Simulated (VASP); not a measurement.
**FeSb: single point with LDA**

The system is FeSb.

```
CELL_PARAMETERS angstrom
4.06000 0.00000 0.00000
-2.03000 3.51606 0.00000
0.00000 0.00000 5.13000
ATOMIC_POSITIONS crystal
Fe 0.00000 0.00000 0.00000
Fe 0.00000 0.00000 0.50000
Sb 0.33333 0.66667 0.25000
Sb 0.66667 0.33333 0.75000
```

```json
{
  "Program": "VASP 6.6.1",
  "Task": "single point",
  "Functional": "LDA",
  "Potentials or basis": "VASP PAW LDA potentials, release 64 (Fe, Sb)",
  "Cutoff": "520 eV",
  "k mesh": "8 × 8 × 6",
  "Occupations": "fermi-dirac, width 0.1 eV",
  "Spin": "collinear spin, ferromagnetic start",
  "Starting moments": "[1.56, 1.56, 0.0, 0.0] μB",
  "Fixed moment": "3.12 μB"
}
```

* Pressure: -11.8 GPa
* Net moment: 3.12 μB per cell
* Site moments: Fe +1.61; Sb -0.05 μB
* Valence electrons inside the program's atomic spheres: Fe 7.22; Sb 2.45

Stress tensor (GPa, compression positive):
```
-11.27   0.00   0.00
  0.00 -11.27   0.00
  0.00   0.00 -12.82
```

Wall time 2.5 min on 1 thread of Intel(R) Xeon(R) 6975P-C (Granite Rapids) (shared host), peak memory 0.24 GiB.

Caveat: the cell stands under tension; the total moment is fixed, so each spin has its own Fermi level and the state may be an excited one; the run started ferromagnetic, and an antiferromagnetic order may lie lower in energy.
